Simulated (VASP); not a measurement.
# Ca3AsP (Pm-3m) in VASP: notebook, part 2 of 2

VASP 6.6.1. Earlier steps stand in the parts before.

### Step 4. Relaxation of cell and atoms, PBEsol

INCAR

```
SYSTEM = Ca3AsP
ALGO     = Normal         ! electronic algorithm
EDIFF    = 1E-6           ! SCF threshold, eV
EDIFFG   = -0.01          ! ionic threshold
ENCUT    = 600            ! plane-wave cutoff, eV
GGA      = PS             ! functional
IBRION   = 2              ! ionic algorithm
ISIF     = 3              ! what is computed and relaxed
ISMEAR   = -1             ! smearing method
LASPH    = .TRUE.         ! aspherical terms in the spheres
LCHARG   = .FALSE.        ! write CHGCAR
LREAL    = .FALSE.        ! projectors in reciprocal space
LWAVE    = .FALSE.        ! write WAVECAR
NELM     = 100            ! most SCF steps
NSW      = 60             ! ionic steps
PREC     = Accurate       ! precision mode
SIGMA    = 0.05           ! smearing width, eV
```

KPOINTS

```
k-points
0
G
  5 5 5
  0 0 0
```

POSCAR

```
Ca3AsP
1.0
    5.3338990000      0.0000000000      0.0000000000
    0.0000000000      5.3338990000      0.0000000000
    0.0000000000      0.0000000000      5.3338990000
As Ca P
1 3 1
Direct
    0.0000000000      0.0000000000      0.0000000000
    0.5000000000      0.5000000000      0.0000000000
    0.5000000000      0.0000000000      0.5000000000
    0.0000000000      0.5000000000      0.5000000000
    0.5000000000      0.5000000000      0.5000000000
```

Potentials or basis: VASP PAW PBE potentials, release 64 (As, Ca_sv, P).

The run is started by

```bash
> cat potpaw_PBE.64/As/POTCAR potpaw_PBE.64/Ca_sv/POTCAR potpaw_PBE.64/P/POTCAR > POTCAR
> mpirun -np 1 vasp_std > vasp.out
```

OUTCAR:

```text
SYSTEM = Ca3AsP
   EDIFF = 1E-6
   EDIFFG = -0.01
   ENCUT = 600
   GGA = PS
   IBRION = 2
   ISIF = 3
   ISMEAR = -1
   LASPH = .TRUE.
   LREAL = .FALSE.
   NELM = 100
   NSW = 60
   PREC = Accurate

 ion  position               nearest neighbor table
   1  0.000  0.000  0.000-
   2  0.500  0.500  0.000-   5 2.67   5 2.67
   3  0.500  0.000  0.500-   5 2.67   5 2.67
   4  0.000  0.500  0.500-   5 2.67   5 2.67
   5  0.500  0.500  0.500-   2 2.67   3 2.67   4 2.67   2 2.67   3 2.67   4 2.67

  LATTYP: Found a simple cubic cell.
 ALAT       =     5.3338990000

  Lattice vectors:

 A1 = (   5.3338990000,   0.0000000000,   0.0000000000)
[... 174 lines left out ...]
  Direction    XX          YY          ZZ          XY          YZ          ZX
  --------------------------------------------------------------------------------------
  -------------------------------------------------------------------------------------
  Total       -1.2300002     -1.2300002     -1.2300002      0.0000000      0.0000000      0.0000000
  in kB      -12.9861796    -12.9861796    -12.9861796      0.0000000      0.0000000      0.0000000
  external PRESSURE =     -12.9861796 kB  Pullay stress =       0.0000000 kB
[... 65 lines left out ...]
--------------------------------------- Ionic step        3  -------------------------------------------

 number of electron      40.0000004 magnetization

 Free energy of the ion-electron system (eV)
  ---------------------------------------------------
  ext. energy  EPLUGINS =         0.00000000
  ---------------------------------------------------
  free energy    TOTEN  =       -21.53002033 eV

  energy without entropy =      -21.52898649  energy(sigma->0) =      -21.52950341

 E-fermi :   2.8596     XC(G=0):  -8.6969

 val. band max:        2.7312475154   @ k =   0.0000   0.0000   0.0000
 cond. band min:       2.9246849895   @ k =   0.0000   0.0000   0.0000
 fundamental gap:      0.1934374741
 Fermi energy:         2.8596251806

 k-point     1 :       0.0000    0.0000    0.0000
  band No.  band energies     occupation
      1     -38.1109      2.00000
      2     -38.0806      2.00000
      3     -38.0806      2.00000
      4     -19.3162      2.00000
      5     -19.3162      2.00000
      6     -19.3162      2.00000
[... 291 lines left out ...]
  FREE ENERGIE OF THE ION-ELECTRON SYSTEM (eV)
  ---------------------------------------------------
  free  energy   TOTEN  =       -21.5300203280 eV

  energy  without entropy=      -21.5289864875  energy(sigma->0) =      -21.52950341

 reached required accuracy - stopping structural energy minimisation
```

CONTCAR:

```text
Ca3AsP
   1.00000000000000
     5.2743427857042757    0.0000000000000000    0.0000000000000000
     0.0000000000000000    5.2743427857042757    0.0000000000000000
    -0.0000000000000000    0.0000000000000000    5.2743427857042757
  As              Ca              P
     1     3     1
Direct
     0.0000000000000000    0.0000000000000000    0.0000000000000000
     0.5000000000000000    0.5000000000000000    0.0000000000000000
     0.5000000000000000    0.0000000000000000    0.5000000000000000
     0.0000000000000000    0.5000000000000000    0.5000000000000000
     0.5000000000000000    0.5000000000000000    0.5000000000000000

  0.00000000E+00  0.00000000E+00  0.00000000E+00
  0.00000000E+00  0.00000000E+00  0.00000000E+00
  0.00000000E+00  0.00000000E+00  0.00000000E+00
  0.00000000E+00  0.00000000E+00  0.00000000E+00
  0.00000000E+00  0.00000000E+00  0.00000000E+00
```

It took 56 s on 1 thread of Intel Xeon 6975P-C (Granite Rapids), shared host; peak memory 0.35 GiB.

Results:

| Property | Result |
| --- | --- |
| Free energy | -21.5300 eV |
| Relaxed volume | 29.35 Å³/atom |
| Relaxed cell | a = 5.274 Å, b = 5.274 Å, c = 5.274 Å, α = 90.00°, β = 90.00°, γ = 90.00° |
| Space group after relaxing (to 0.05 Å) | Pm-3m (No. 221) |
| Energy gained by relaxing | 4.2 meV/atom |
| Ionic steps | 3 |
| Pressure after relaxing | 0.0 GPa |
| Band gap on the k mesh | 0.19 eV, direct |

Step by step:
```
step  energy change (eV)  largest force (eV/Å)  pressure (GPa)  volume (Å³)
   1              0.0000                0.0000           -1.30       151.75
   2             -0.0209                0.0000            0.09       146.41
   3             -0.0210                0.0000            0.00       146.73
```

Final structure:
```
As Ca P
1.0
     5.27434    0.00000    0.00000
     0.00000    5.27434    0.00000
     0.00000    0.00000    5.27434
As Ca P
1 3 1
Direct
  0.00000 0.00000 0.00000
  0.50000 0.50000 0.00000
  0.50000 0.00000 0.50000
  0.00000 0.50000 0.50000
  0.50000 0.50000 0.50000
```

Caveat: the PAW data sets were made with another functional, which shifts forces and pressure a little.

### Step 5. The runs side by side

```tsv
level	potentials or basis	gap on the mesh (eV)	pressure (GPa)	relaxed volume (Å³/atom)
LDA	VASP PAW LDA potentials, release 64 (As, Ca_sv, P)	0.20	0.0	28.30
PBE	VASP PAW PBE potentials, release 64 (As, Ca_sv, P)	0.18	0.0	-
PBEsol	VASP PAW PBE potentials, release 64 (As, Ca_sv, P)	0.19	0.0	29.35
```

Alike in all rows: task relaxation of cell and atoms; no spin polarisation; cell relaxed; k mesh 5 × 5 × 5; cutoff (eV) 600; smearing fermi-dirac 0.05 eV.

Caveats: the relaxation stopped at its first step, so nothing moved (some runs); the PAW data sets were made with another functional, which shifts forces and pressure a little (some runs).

Total energies depend on the potentials used, so only differences within one code and one set of settings carry meaning.
